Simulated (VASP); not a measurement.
# Ge (P6_3/mmc) in VASP: notebook

Ge is run at these levels: LDA; tasks: single point.

Program: VASP 6.6.1. These are calculated values, not measurements. Logs are shortened: lines on timing, memory, paths and dates and some standing lists are left out, and cuts for length are marked.

## Step 1: The cell of the first run

It takes space group P6_3/mmc (No. 194, hexagonal). The conventional cell has a = 2.204 Å, b = 2.204 Å, c = 3.615 Å, α = 90.00°, β = 90.00°, γ = 120.00°. Within 2.9 Å of Ge (site symmetry -6m2) lie 12 Ge at 2.20 to 2.21 Å.

## Step 2: Single point, LDA

Input file INCAR:

```
SYSTEM = Ge
  ALGO = Normal
  EDIFF = 1E-6
  ENCUT = 520
  ISIF = 2
  ISMEAR = -1
  LASPH = .True.
  LCHARG = .True.
  LELF = .True.
  LREAL = .False.
  LVHAR = .True.
  LWAVE = .False.
  NBANDS = 21
  NELM = 60
  PREC = Accurate
  SIGMA = 0.1
```

Input file KPOINTS:

```
k-points
0
Gamma
  19 19 11
  0 0 0
```

Input file POSCAR:

```
Ge
1.0
    2.2035767313      0.0000000000      0.0000000000
   -1.1017883656      1.9083534285      0.0000000000
    0.0000000000      0.0000000000      3.6152664030
Ge
2
Direct
    0.3333333333      0.6666666667      0.2500000000
    0.6666666667      0.3333333333      0.7500000000
```

Potentials or basis: VASP PAW LDA potentials, release 64 (Ge_d).

Command:

```
$ cat potpaw_LDA.64/Ge_d/POTCAR > POTCAR
$ mpirun -np 1 vasp_std > vasp.out
```

OUTCAR:

```text
SYSTEM = Ge
   EDIFF = 1E-6
   ENCUT = 520
   ISIF = 2
   ISMEAR = -1
   LASPH = .True.
   LREAL = .False.
   NELM = 60
   PREC = Accurate

 ion  position               nearest neighbor table
   1  0.333  0.667  0.250-   2 2.21   2 2.21   2 2.21   2 2.21   2 2.21   2 2.21
   2  0.667  0.333  0.750-   1 2.21   1 2.21   1 2.21   1 2.21   1 2.21   1 2.21

  LATTYP: Found a hexagonal cell.
 ALAT       =     2.2035767313
 C/A-ratio  =     1.6406355865

  Lattice vectors:

 A1 = (   2.2035767313,   0.0000000000,   0.0000000000)
 A2 = (  -1.1017883656,   1.9083534285,   0.0000000000)
 A3 = (   0.0000000000,   0.0000000000,   3.6152664030)

Analysis of symmetry for initial positions (statically):
=====================================================================
 Subroutine PRICEL returns:
 Original cell was already a primitive cell.

 Routine SETGRP: Setting up the symmetry group for a
 hexagonal supercell.

 Subroutine GETGRP returns: Found 24 space group operations
 (whereof 12 operations were pure point group operations)
 out of a pool of 24 trial point group operations.

The static configuration has the point symmetry D_3d.
 The point group associated with its full space group is D_6h.

Analysis of symmetry for dynamics (positions and initial velocities):
=====================================================================
 Subroutine PRICEL returns:
 Original cell was already a primitive cell.

 Routine SETGRP: Setting up the symmetry group for a
 hexagonal supercell.

 Subroutine GETGRP returns: Found 24 space group operations
 (whereof 12 operations were pure point group operations)
 out of a pool of 24 trial point group operations.

The dynamic configuration has the point symmetry D_3d.
 The point group associated with its full space group is D_6h.

 Subroutine INISYM returns: Found 24 space group operations
 (whereof 12 operations are pure point group operations),
 and found     1 'primitive' translations

----------------------------------------------------------------------------------------

                                     Primitive cell

  volume of cell :      15.2029

  direct lattice vectors                    reciprocal lattice vectors
     2.203576731  0.000000000  0.000000000     0.453807660  0.262005975  0.000000000
    -1.101788366  1.908353428  0.000000000     0.000000000  0.524011949  0.000000000
     0.000000000  0.000000000  3.615266403     0.000000000  0.000000000  0.276604789

  length of vectors
     2.203576731  2.203576731  3.615266403     0.524011949  0.524011949  0.276604789

  position of ions in fractional coordinates (direct lattice)
     0.333333333  0.666666667  0.250000000
     0.666666667  0.333333333  0.750000000

  ion indices of the primitive-cell ions
   primitive index   ion index
                 1           1
                 2           2

----------------------------------------------------------------------------------------

 KPOINTS: k-points

Automatic generation of k-mesh.
 Grid dimensions read from file:
 generate k-points for:   19   19   11

 Generating k-lattice:

  Cartesian coordinates                     Fractional coordinates (reciprocal lattice)
     0.023884614  0.013789788  0.000000000     0.052631579  0.000000000  0.000000000
     0.000000000  0.027579576  0.000000000     0.000000000  0.052631579  0.000000000
     0.000000000  0.000000000  0.025145890     0.000000000  0.000000000  0.090909091

  Length of vectors
     0.027579576  0.027579576  0.025145890

  Shift w.r.t. Gamma in fractional coordinates (k-lattice)
     0.000000000  0.000000000  0.000000000

 Subroutine IBZKPT returns following result:
 ===========================================

 Found    240 irreducible k-points:

 Following reciprocal coordinates:
            Coordinates               Weight
  0.000000  0.000000  0.000000      1.000000
  0.052632  0.000000  0.000000      6.000000
  0.105263  0.000000  0.000000      6.000000
  0.157895  0.000000  0.000000      6.000000
  0.210526  0.000000  0.000000      6.000000
  0.263158  0.000000  0.000000      6.000000
[... 16 lines left out ...]
  0.263158  0.105263  0.000000     12.000000
  0.315789  0.105263  0.000000     12.000000
 [... further k-points ...]
   k-points           NKPTS =    240   k-points in BZ     NKDIM =    240   number of bands    NBANDS=     21
   number of dos      NEDOS =    301   number of ions     NIONS =      2
   total plane-waves  NPLWV =   7168
   dimension x,y,z NGX =    16 NGY =   16 NGZ =   28
   dimension x,y,z NGXF=    32 NGYF=   32 NGZF=   56
   ions per type =               2
   NGX,Y,Z   is equivalent  to a cutoff of  12.07, 12.07, 12.88 a.u.
   NGXF,Y,Z  is equivalent  to a cutoff of  24.14, 24.14, 25.75 a.u.
 SYSTEM =  Ge
   PREC   = accura    normal or accurate (medium, high low for compatibility)
   ISTART =      0    job   : 0-new  1-cont  2-samecut
   ICHARG =      2    charge: 1-file 2-atom 10-const
   ISPIN  =      1    spin polarized calculation?
   LNONCOLLINEAR =      F non collinear calculations
   LSORBIT =      F    spin-orbit coupling
   LASPH  =      T    aspherical Exc in radial PAW
   ENCUT  =  520.0 eV  38.22 Ry    6.18 a.u.   4.10  4.10  6.72*2*pi/ulx,y,z
   NELM   =     60;   NELMIN=  2; NELMDL= -5     # of ELM steps
   EDIFF  = 0.1E-05   stopping-criterion for ELM
   LREAL  =      F    real-space projection
   EDIFFG = 0.1E-04   stopping-criterion for IOM
   NSW    =      0    number of steps for IOM
   IBRION =     -1    ionic relax: 0-MD 1-quasi-New 2-CG
   NFREE  =      0    steps in history (QN), initial steepest desc. (CG)
   ISIF   =      2    stress and relaxation
   ISYM   =      2    0-nonsym 1-usesym 2-fastsym
   POTIM  = 0.5000    time-step for ionic-motion
   TEBEG  =    0.0;   TEEND  =   0.0 temperature during run
   PSTRESS=    0.0 pullay stress
   NELECT =      28.0000    total number of electrons
   NUPDOWN=      -1.0000    fix difference up-down
   EMIN   =  10.00;   EMAX   =-10.00  energy-range for DOS
   EFERMI =   0.00;   METHOD = LEGACY
   ISMEAR =    -1;   SIGMA  =   0.10  broadening in eV -4-tet -1-fermi 0-gaus
   EFERMI_NEDOS =   21; number of points for ismear=-14 and -15
   IALGO  =     38    algorithm
   IMIX   =      4    mixing-type and parameters
     AMIX     =   0.40;   BMIX     =  1.00
     AMIX_MAG =   1.60;   BMIX_MAG =  1.00
  volume/ion in A,a.u.               =       7.60        51.30
  Fermi-wavevector in a.u.,A,eV,Ry     =   2.006712  3.792136 54.789214  4.026894
  Thomas-Fermi vector in A             =   3.020622
   LORBIT       =      0    0 simple, 1 ext, 2 COOP (PROOUT), +10 PAW based schemes
   GGA     = CA    functional components
   LHFCALC =     F    Hartree Fock is set to
   AEXX    =    0.0000 exact exchange contribution
   IVDW    =     0    specifies the selected vdW correction
   LEPSILON=     F    determine dielectric tensor
   LRPA    =     F    only Hartree local field effects (RPA)
 non-spin polarized calculation
  energy-cutoff  :      520.00
  volume of cell :       15.20
 maximum number of plane-waves:       426
   NGX =  9   NGY =  9   NGZ = 13

 number of electron      28.0000025 magnetization

 Free energy of the ion-electron system (eV)
  ---------------------------------------------------
  ext. energy  EPLUGINS =         0.00000000
  ---------------------------------------------------
  free energy    TOTEN  =         3.81188773 eV

  energy without entropy =        3.82475718  energy(sigma->0) =        3.81832245

 E-fermi :  22.2424     XC(G=0): -17.1120

 val. band max:       22.2410677697   @ k =   0.3158   0.3158   0.0909
 cond. band min:      22.3080970965   @ k =   0.4211   0.1053   0.0000
 fundamental gap:      0.0670293268
 Fermi energy:        22.2424320345

 k-point     1 :       0.0000    0.0000    0.0000
  band No.  band energies     occupation
      1      -5.9731      2.00000
      2      -5.3449      2.00000
      3      -5.2621      2.00000
      4      -5.2621      2.00000
      5      -5.1384      2.00000
      6      -5.1384      2.00000
[... 13 lines left out ...]
     20      41.2454      0.00000
     21      45.4960      0.00000

 k-point     2 :       0.0526    0.0000    0.0000
  band No.  band energies     occupation
      1      -5.9491      2.00000
      2      -5.3664      2.00000
      3      -5.2383      2.00000
      4      -5.2353      2.00000
      5      -5.1440      2.00000
      6      -5.1140      2.00000
[... 13 lines left out ...]
     20      42.6719      0.00000
     21      45.1997      0.00000

 k-point     3 :       0.1053    0.0000    0.0000
  band No.  band energies     occupation
      1      -5.8886      2.00000
      2      -5.4108      2.00000
      3      -5.1971      2.00000
      4      -5.1576      2.00000
      5      -5.1477      2.00000
      6      -5.0432      2.00000
[... 13 lines left out ...]
     20      43.4410      0.00000
     21      43.4579      0.00000

 k-point     4 :       0.1579    0.0000    0.0000
  band No.  band energies     occupation
      1      -5.8334      2.00000
      2      -5.4431      2.00000
      3      -5.2220      2.00000
      4      -5.0929      2.00000
      5      -5.0756      2.00000
      6      -5.0363      2.00000
[... 13 lines left out ...]
     20      43.9636      0.00000
     21      44.0172      0.00000

 k-point     5 :       0.2105    0.0000    0.0000
  band No.  band energies     occupation
      1      -5.8449      2.00000
      2      -5.4435      2.00000
      3      -5.2435      2.00000
      4      -5.2392      2.00000
      5      -5.0774      2.00000
      6      -4.9686      2.00000
[... 13 lines left out ...]
     20      42.4647      0.00000
     21      43.9966      0.00000

 k-point     6 :       0.2632    0.0000    0.0000
  band No.  band energies     occupation
      1      -5.9201      2.00000
      2      -5.4823      2.00000
      3      -5.4123      2.00000
      4      -5.1850      2.00000
      5      -5.1405      2.00000
      6      -4.8437      2.00000
[... 13 lines left out ...]
     20      40.9534      0.00000
     21      43.1872      0.00000

 k-point     7 :       0.3158    0.0000    0.0000
  band No.  band energies     occupation
      1      -6.0156      2.00000
      2      -5.5845      2.00000
      3      -5.5581      2.00000
      4      -5.1990      2.00000
      5      -5.0868      2.00000
      6      -4.8791      2.00000
[... 13 lines left out ...]
     20      39.7078      0.00000
     21      42.5470      0.00000
[... 291 lines left out ...]
      1      -5.7763      2.00000
      2      -5.5101      2.00000
      3      -5.1658      2.00000
      4      -5.1196      2.00000
      5      -5.0876      2.00000
      6      -5.0836      2.00000
[... 13 lines left out ...]
     20      40.4628      0.00000
     21      42.8531      0.00000

 k-point    21 :       0.1579    0.1053    0.0000
  band No.  band energies     occupation
      1      -5.7524      2.00000
      2      -5.5421      2.00000
      3      -5.2650      2.00000
      4      -5.1707      2.00000
      5      -5.1491      2.00000
      6      -4.9951      2.00000
[... 13 lines left out ...]
     20      39.7547      0.00000
     21      43.9407      0.00000

 k-point    22 :       0.2105    0.1053    0.0000
  band No.  band energies     occupation
      1      -5.8152      2.00000
      2      -5.5226      2.00000
      3      -5.4352      2.00000
      4      -5.2027      2.00000
      5      -5.1605      2.00000
      6      -4.8845      2.00000
[... 13 lines left out ...]
     20      39.0262      0.00000
     21      45.0764      0.00000

 k-point    23 :       0.2632    0.1053    0.0000
  band No.  band energies     occupation
      1      -5.9077      2.00000
      2      -5.6004      2.00000
      3      -5.5288      2.00000
      4      -5.2464      2.00000
      5      -5.1017      2.00000
      6      -4.8722      2.00000
[... 13 lines left out ...]
     20      38.3682      0.00000
     21      46.1874      0.00000

 k-point    24 :       0.3158    0.1053    0.0000
  band No.  band energies     occupation
      1      -5.9937      2.00000
      2      -5.7394      2.00000
      3      -5.5654      2.00000
      4      -5.2776      2.00000
      5      -5.0179      2.00000
      6      -4.9395      2.00000
[... 13 lines left out ...]
     20      37.8585      0.00000
     21      46.5040      0.00000

 [... further k-points ...]
[... 5 lines left out ...]
  --------------------------------------------------------------------------------------
  -------------------------------------------------------------------------------------
  Total       44.2904112     44.2904112     44.2924678      0.0000000      0.0000000      0.0000000
  in kB     4667.5932409   4667.5932410   4667.8099743      0.0000001      0.0000000      0.0000000
  external PRESSURE =    4667.6654854 kB  Pullay stress =       0.0000000 kB

 VOLUME and BASIS-vectors are now :
 -----------------------------------------------------------------------------
  energy-cutoff  :      520.00
  volume of cell :       15.20
      direct lattice vectors                 reciprocal lattice vectors
     2.203576731  0.000000000  0.000000000     0.453807660  0.262005975  0.000000000
    -1.101788366  1.908353428  0.000000000     0.000000000  0.524011949  0.000000000
     0.000000000  0.000000000  3.615266403     0.000000000  0.000000000  0.276604789

 POSITION                                       TOTAL-FORCE (eV/Angst)
 -----------------------------------------------------------------------------------
     -0.00000      1.27224      0.90382         0.000000      0.000000      0.000000
      1.10179      0.63612      2.71145        -0.000000     -0.000000      0.000000
 -----------------------------------------------------------------------------------
    total drift:                                0.000000     -0.000000      0.000000

  FREE ENERGIE OF THE ION-ELECTRON SYSTEM (eV)
  ---------------------------------------------------
  free  energy   TOTEN  =         3.8118877300 eV

  energy  without entropy=        3.8247571779  energy(sigma->0) =        3.81832245
```

Run time: 38 s. Hardware: 1 thread of Intel Xeon Platinum 8488C (Sapphire Rapids), shared host; peak memory 0.16 GiB.

Results:

- Free energy: 3.8119 eV
- Pressure: 466.8 GPa
- Band gap on the k mesh: zero (band 14 reaches 37.32 eV, above the bottom of band 15 at 17.17 eV)

## Step 3: Single point, LDA

Input file INCAR:

```
SYSTEM = Ge
ALGO = Normal ; EDIFF = 1E-6
ENCUT = 520 ; ISIF = 2
ISMEAR = -1 ; LASPH = .TRUE.
LCHARG = .FALSE. ; LREAL = .FALSE.
LWAVE = .FALSE. ; NBANDS = 21
NELM = 60 ; PREC = Accurate
SIGMA = 0.1
```

Input file KPOINTS:

```
k-points
0
G
  19 19 11
  0 0 0
```

Input file POSCAR:

```
Ge
1.0
    2.2035492357      0.0000000000      0.0000000000
   -1.1017746178      1.9083296166      0.0000000000
    0.0000000000      0.0000000000      3.6156103567
Ge
2
Direct
    0.3333333333      0.6666666667      0.2500000000
    0.6666666667      0.3333333333      0.7500000000
```

Potentials or basis: VASP PAW LDA potentials, release 64 (Ge_d).

Command:

```
$ cat potpaw_LDA.64/Ge_d/POTCAR > POTCAR
$ mpirun -np 1 vasp_std > vasp.out
```

Wall time 42 s (1 thread of Intel Xeon Platinum 8488C (Sapphire Rapids), shared host); peak memory 0.16 GiB.

Results (log left out):

- Free energy: 3.8088 eV
- Pressure: 466.7 GPa
- Band gap on the k mesh: zero (band 14 reaches 37.32 eV, above the bottom of band 15 at 17.17 eV)

Stress tensor (GPa, compression positive):
```
466.70   0.00   0.00
  0.00 466.70   0.00
  0.00   0.00 466.57
```

Levels at points of the mesh, in eV from the Fermi level:
| k point | band 11 | band 12 | band 13 | band 14 | band 15 | band 16 | band 17 | band 18 |
| --- | --- | --- | --- | --- | --- | --- | --- | --- |
| (0.00, 0.00, 0.00) | -25.37 | -14.20 | -11.10 | 14.98 | 14.98 | 16.18 | 17.34 | 17.34 |
